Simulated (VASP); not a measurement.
# Hg (Fd-3m) in VASP: notebook

The runs below take Hg through single point, relaxation of cell and atoms, with PBEsol.

All numbers are computed with VASP 6.6.1; they aren't measurements. Logs are shortened: lines on timing, memory, paths and dates and some standing lists are left out, and cuts for length are marked.

### Step 1. The cell of the first run

The structure is cubic, space group Fd-3m (No. 227). The conventional cell has a = 6.625 Å, b = 6.625 Å, c = 6.625 Å, α = 90.00°, β = 90.00°, γ = 90.00°. Hg (site symmetry -43m) has 4 Hg at 2.87 Å within 3.8 Å.

### Step 2. Single point, PBEsol

Input file INCAR:

```
SYSTEM = Hg
PREC     = Accurate       ! precision mode
ENCUT    = 500            ! plane-wave cutoff, eV
EDIFF    = 1E-6           ! SCF threshold, eV
ISMEAR   = -1             ! smearing method
SIGMA    = 0.1            ! smearing width, eV
LREAL    = .False.        ! projectors in reciprocal space
LASPH    = .True.         ! aspherical terms in the spheres
NELM     = 120            ! most SCF steps
ALGO     = Normal         ! electronic algorithm
ISIF     = 2              ! what is computed and relaxed
LWAVE    = .False.        ! write WAVECAR
LCHARG   = .False.        ! write CHGCAR
GGA      = PS             ! functional
NBANDS   = 19             ! bands
GGA_COMPAT= .False.
```

Input file KPOINTS:

```
regular mesh
0
Gamma
  7 7 7
  0 0 0
```

Input file POSCAR:

```
Hg
1.0
    0.0000000000      3.3125088942      3.3125088942
    3.3125088942      0.0000000000      3.3125088942
    3.3125088942      3.3125088942      0.0000000000
Hg
2
Direct
    1.0000000000      1.0000000000      1.0000000000
    0.2500000000      0.2500000000      0.2500000000
```

Potentials or basis: VASP PAW PBE potentials, release 64 (Hg).

On the command line:

```
$ cat potpaw_PBE.64/Hg/POTCAR > POTCAR
$ mpirun -np 1 vasp_std > vasp.out
```

OUTCAR:

```text
SYSTEM = Hg
   PREC = Accurate
   ENCUT = 500
   EDIFF = 1E-6
   ISMEAR = -1
   LREAL = .False.
   LASPH = .True.
   NELM = 120
   ISIF = 2
   GGA = PS

 ion  position               nearest neighbor table
   1  0.000  0.000  0.000-   2 2.87   2 2.87   2 2.87   2 2.87
   2  0.250  0.250  0.250-   1 2.87   1 2.87   1 2.87   1 2.87

  LATTYP: Found a face centered cubic cell.
 ALAT       =     6.6250177884

  Lattice vectors:

 A1 = (   0.0000000000,   3.3125088942,   3.3125088942)
 A2 = (   3.3125088942,   0.0000000000,   3.3125088942)
 A3 = (   3.3125088942,   3.3125088942,   0.0000000000)

Analysis of symmetry for initial positions (statically):
=====================================================================
 Subroutine PRICEL returns:
 Original cell was already a primitive cell.

 Routine SETGRP: Setting up the symmetry group for a
 face centered cubic supercell.

 Subroutine GETGRP returns: Found 48 space group operations
 (whereof 24 operations were pure point group operations)
 out of a pool of 48 trial point group operations.

The static configuration has the point symmetry T_d .
 The point group associated with its full space group is O_h .

Analysis of symmetry for dynamics (positions and initial velocities):
=====================================================================
 Subroutine PRICEL returns:
 Original cell was already a primitive cell.

 Routine SETGRP: Setting up the symmetry group for a
 face centered cubic supercell.

 Subroutine GETGRP returns: Found 48 space group operations
 (whereof 24 operations were pure point group operations)
 out of a pool of 48 trial point group operations.

The dynamic configuration has the point symmetry T_d .
 The point group associated with its full space group is O_h .

 Subroutine INISYM returns: Found 48 space group operations
 (whereof 24 operations are pure point group operations),
 and found     1 'primitive' translations

----------------------------------------------------------------------------------------

                                     Primitive cell

  volume of cell :      72.6944

  direct lattice vectors                    reciprocal lattice vectors
     0.000000000  3.312508894  3.312508894    -0.150942991  0.150942991  0.150942991
     3.312508894  0.000000000  3.312508894     0.150942991 -0.150942991  0.150942991
     3.312508894  3.312508894  0.000000000     0.150942991  0.150942991 -0.150942991

  length of vectors
     4.684595004  4.684595004  4.684595004     0.261440929  0.261440929  0.261440929

  position of ions in fractional coordinates (direct lattice)
     0.000000000  0.000000000  0.000000000
     0.250000000  0.250000000  0.250000000

  ion indices of the primitive-cell ions
   primitive index   ion index
                 1           1
                 2           2

----------------------------------------------------------------------------------------

 KPOINTS: regular mesh

Automatic generation of k-mesh.
 Grid dimensions read from file:
 generate k-points for:    7    7    7

 Generating k-lattice:

  Cartesian coordinates                     Fractional coordinates (reciprocal lattice)
    -0.021563284  0.021563284  0.021563284     0.142857143  0.000000000  0.000000000
     0.021563284 -0.021563284  0.021563284     0.000000000  0.142857143  0.000000000
     0.021563284  0.021563284 -0.021563284     0.000000000  0.000000000  0.142857143

  Length of vectors
     0.037348704  0.037348704  0.037348704

  Shift w.r.t. Gamma in fractional coordinates (k-lattice)
     0.000000000  0.000000000  0.000000000

 Subroutine IBZKPT returns following result:
 ===========================================

 Found     20 irreducible k-points:

 Following reciprocal coordinates:
            Coordinates               Weight
  0.000000  0.000000  0.000000      1.000000
  0.142857  0.000000  0.000000      8.000000
  0.285714  0.000000  0.000000      8.000000
  0.428571  0.000000  0.000000      8.000000
  0.142857  0.142857  0.000000      6.000000
  0.285714  0.142857  0.000000     24.000000
[... 12 lines left out ...]
 -0.428571  0.428571  0.142857     24.000000
 -0.285714  0.428571  0.142857     24.000000
   k-points           NKPTS =     20   k-points in BZ     NKDIM =     20   number of bands    NBANDS=     19
   number of dos      NEDOS =    301   number of ions     NIONS =      2
   total plane-waves  NPLWV =  46656
   dimension x,y,z NGX =    36 NGY =   36 NGZ =   36
   dimension x,y,z NGXF=    72 NGYF=   72 NGZF=   72
   ions per type =               2
   NGX,Y,Z   is equivalent  to a cutoff of  12.78, 12.78, 12.78 a.u.
   NGXF,Y,Z  is equivalent  to a cutoff of  25.55, 25.55, 25.55 a.u.
 SYSTEM =  Hg
   PREC   = accura    normal or accurate (medium, high low for compatibility)
   ISTART =      0    job   : 0-new  1-cont  2-samecut
   ICHARG =      2    charge: 1-file 2-atom 10-const
   ISPIN  =      1    spin polarized calculation?
   LNONCOLLINEAR =      F non collinear calculations
   LSORBIT =      F    spin-orbit coupling
   LASPH  =      T    aspherical Exc in radial PAW
   ENCUT  =  500.0 eV  36.75 Ry    6.06 a.u.   8.54  8.54  8.54*2*pi/ulx,y,z
   NELM   =    120;   NELMIN=  2; NELMDL= -5     # of ELM steps
   EDIFF  = 0.1E-05   stopping-criterion for ELM
   LREAL  =      F    real-space projection
   EDIFFG = 0.1E-04   stopping-criterion for IOM
   NSW    =      0    number of steps for IOM
   IBRION =     -1    ionic relax: 0-MD 1-quasi-New 2-CG
   NFREE  =      0    steps in history (QN), initial steepest desc. (CG)
   ISIF   =      2    stress and relaxation
   ISYM   =      2    0-nonsym 1-usesym 2-fastsym
   POTIM  = 0.5000    time-step for ionic-motion
   TEBEG  =    0.0;   TEEND  =   0.0 temperature during run
   PSTRESS=    0.0 pullay stress
   NELECT =      24.0000    total number of electrons
   NUPDOWN=      -1.0000    fix difference up-down
   EMIN   =  10.00;   EMAX   =-10.00  energy-range for DOS
   EFERMI =   0.00;   METHOD = LEGACY
   ISMEAR =    -1;   SIGMA  =   0.10  broadening in eV -4-tet -1-fermi 0-gaus
   EFERMI_NEDOS =   21; number of points for ismear=-14 and -15
   IALGO  =     38    algorithm
   IMIX   =      4    mixing-type and parameters
     AMIX     =   0.40;   BMIX     =  1.00
     AMIX_MAG =   1.60;   BMIX_MAG =  1.00
  volume/ion in A,a.u.               =      36.35       245.28
  Fermi-wavevector in a.u.,A,eV,Ry     =   1.131475  2.138177 17.418656  1.280235
  Thomas-Fermi vector in A             =   2.268174
   LORBIT       =      0    0 simple, 1 ext, 2 COOP (PROOUT), +10 PAW based schemes
   GGA     = PS    functional components
   LHFCALC =     F    Hartree Fock is set to
   AEXX    =    0.0000 exact exchange contribution
   IVDW    =     0    specifies the selected vdW correction
   LEPSILON=     F    determine dielectric tensor
   LRPA    =     F    only Hartree local field effects (RPA)
 non-spin polarized calculation
  energy-cutoff  :      500.00
  volume of cell :       72.69
 maximum number of plane-waves:      1868
 NGX is ok and might be reduce to    36
   NGX = 17   NGY = 17   NGZ = 17

 number of electron      23.9999998 magnetization

 Free energy of the ion-electron system (eV)
  ---------------------------------------------------
  ext. energy  EPLUGINS =         0.00000000
  ---------------------------------------------------
  free energy    TOTEN  =        -0.69383403 eV

  energy without entropy =       -0.65823312  energy(sigma->0) =       -0.67603357

 E-fermi :   0.5211     XC(G=0):  -8.5200

 val. band max:        0.4435373313   @ k =  -0.2857   0.4286   0.1429
 cond. band min:       0.5333075752   @ k =  -0.2857   0.2857   0.0000
 fundamental gap:      0.0897702438
 Fermi energy:         0.5211045553

 k-point     1 :       0.0000    0.0000    0.0000
  band No.  band energies     occupation
      1      -7.1321      2.00000
      2      -7.1321      2.00000
      3      -7.1321      2.00000
      4      -7.1110      2.00000
      5      -7.0601      2.00000
      6      -7.0601      2.00000
[... 11 lines left out ...]
     18       6.7820      0.00000
     19       7.0882      0.00000

 k-point     2 :       0.1429    0.0000    0.0000
  band No.  band energies     occupation
      1      -7.1986      2.00000
      2      -7.1986      2.00000
      3      -7.1383      2.00000
      4      -6.9990      2.00000
      5      -6.9623      2.00000
      6      -6.9623      2.00000
[... 11 lines left out ...]
     18       7.4092      0.00000
     19       8.8923      0.00000

 k-point     3 :       0.2857    0.0000    0.0000
  band No.  band energies     occupation
      1      -7.2300      2.00000
      2      -7.2300      2.00000
      3      -7.1515      2.00000
      4      -6.8792      2.00000
      5      -6.8792      2.00000
      6      -6.8481      2.00000
[... 11 lines left out ...]
     18       8.2845      0.00000
     19       8.9953      0.00000

 k-point     4 :       0.4286    0.0000    0.0000
  band No.  band energies     occupation
      1      -7.2187      2.00000
      2      -7.2187      2.00000
      3      -7.1607      2.00000
      4      -6.8727      2.00000
      5      -6.8727      2.00000
      6      -6.8202      2.00000
[... 11 lines left out ...]
     18       7.7936      0.00000
     19      11.2740      0.00000

 k-point     5 :       0.1429    0.1429    0.0000
  band No.  band energies     occupation
      1      -7.2541      2.00000
      2      -7.1515      2.00000
      3      -7.1515      2.00000
      4      -6.9912      2.00000
      5      -6.9660      2.00000
      6      -6.8777      2.00000
[... 11 lines left out ...]
     18       8.4209      0.00000
     19       9.0833      0.00000

 k-point     6 :       0.2857    0.1429    0.0000
  band No.  band energies     occupation
      1      -7.2932      2.00000
      2      -7.1833      2.00000
      3      -7.1653      2.00000
      4      -6.8999      2.00000
      5      -6.8530      2.00000
      6      -6.7683      2.00000
[... 11 lines left out ...]
     18       9.0689      0.00000
     19       9.8526      0.00000

 k-point     7 :       0.4286    0.1429    0.0000
  band No.  band energies     occupation
      1      -7.3051      2.00000
      2      -7.2092      2.00000
      3      -7.1490      2.00000
      4      -6.8295      2.00000
      5      -6.8243      2.00000
      6      -6.7468      2.00000
[... 11 lines left out ...]
     18       8.8048      0.00000
     19       9.9712      0.00000

 k-point     8 :      -0.4286    0.1429    0.0000
  band No.  band energies     occupation
      1      -7.2986      2.00000
      2      -7.2480      2.00000
      3      -7.1009      2.00000
      4      -6.8286      2.00000
      5      -6.8156      2.00000
      6      -6.7663      2.00000
[... 168 lines left out ...]
 k-point    16 :      -0.4286    0.4286    0.0000
  band No.  band energies     occupation
      1      -7.3261      2.00000
      2      -7.2380      2.00000
      3      -7.1532      2.00000
      4      -7.0367      2.00000
      5      -6.3985      2.00000
      6      -6.3906      2.00000
[... 11 lines left out ...]
     18      11.9065      0.00000
     19      12.0959      0.00000

 k-point    17 :       0.4286    0.2857    0.1429
  band No.  band energies     occupation
      1      -7.3141      2.00000
      2      -7.2550      2.00000
      3      -7.1197      2.00000
      4      -6.8345      2.00000
      5      -6.8225      2.00000
      6      -6.6461      2.00000
[... 11 lines left out ...]
     18      10.0132      0.00000
     19      10.9909      0.00000

 k-point    18 :      -0.4286    0.2857    0.1429
  band No.  band energies     occupation
      1      -7.3371      2.00000
      2      -7.2915      2.00000
      3      -7.0718      2.00000
      4      -6.8433      2.00000
      5      -6.7413      2.00000
      6      -6.6051      2.00000
[... 11 lines left out ...]
     18      10.1765      0.00000
     19      11.0725      0.00000

 k-point    19 :      -0.4286    0.4286    0.1429
  band No.  band energies     occupation
      1      -7.3266      2.00000
      2      -7.3077      2.00000
      3      -7.0849      2.00000
      4      -6.9625      2.00000
      5      -6.5615      2.00000
      6      -6.4364      2.00000
[... 11 lines left out ...]
     18      11.1056      0.00000
     19      12.9338      0.00000

 k-point    20 :      -0.2857    0.4286    0.1429
  band No.  band energies     occupation
      1      -7.3641      2.00000
      2      -7.3151      2.00000
      3      -7.0321      2.00000
      4      -6.9104      2.00000
      5      -6.5840      2.00000
      6      -6.4299      2.00000
[... 11 lines left out ...]
     18       8.7659      0.00000
     19      12.5023      0.00000

------------------------ aborting loop because EDIFF is reached ----------------------------------------

  FORCE on cell =-STRESS in cart. coord.  units (eV):
  Direction    XX          YY          ZZ          XY          YZ          ZX
  --------------------------------------------------------------------------------------
  -------------------------------------------------------------------------------------
  Total        0.1179703      0.1179703      0.1179703      0.0000000      0.0000000      0.0000000
  in kB        2.6000527      2.6000527      2.6000527      0.0000000      0.0000000      0.0000000
  external PRESSURE =       2.6000527 kB  Pullay stress =       0.0000000 kB

 VOLUME and BASIS-vectors are now :
 -----------------------------------------------------------------------------
  energy-cutoff  :      500.00
  volume of cell :       72.69
      direct lattice vectors                 reciprocal lattice vectors
     0.000000000  3.312508894  3.312508894    -0.150942991  0.150942991  0.150942991
     3.312508894  0.000000000  3.312508894     0.150942991 -0.150942991  0.150942991
     3.312508894  3.312508894  0.000000000     0.150942991  0.150942991 -0.150942991

 POSITION                                       TOTAL-FORCE (eV/Angst)
 -----------------------------------------------------------------------------------
      0.00000      0.00000      0.00000         0.000000      0.000000     -0.000000
      1.65625      1.65625      1.65625        -0.000000     -0.000000      0.000000
 -----------------------------------------------------------------------------------
    total drift:                                0.000000      0.000000      0.000000

  FREE ENERGIE OF THE ION-ELECTRON SYSTEM (eV)
  ---------------------------------------------------
  free  energy   TOTEN  =        -0.6938340285 eV

  energy  without entropy=       -0.6582331183  energy(sigma->0) =       -0.67603357
```

Run time: 21 s. Hardware: 1 thread of Intel Xeon Platinum 8259CL at 2.50GHz (Skylake/Cascade Lake), shared host; peak memory 0.2 GiB.

Results:

```yaml
Free_energy: -0.6938 eV
Pressure: 0.3 GPa
Band_gap_on_the_k_mesh: zero (bands 12 and 13 overlap by 3.07 eV)
```

Levels at points of the mesh, in eV from the Fermi level:
```
           k point  band 10  band 11  band 12  band 13  band 14  band 15
(0.00, 0.00, 0.00)    -6.18    -6.18     2.99     4.92     4.92     4.92
```

Caveat: the PAW data sets were made with another functional, which shifts forces and pressure a little; spin-orbit coupling is left out, which moves the levels of the heavy elements.

(Part 1 of 2 ends here.)
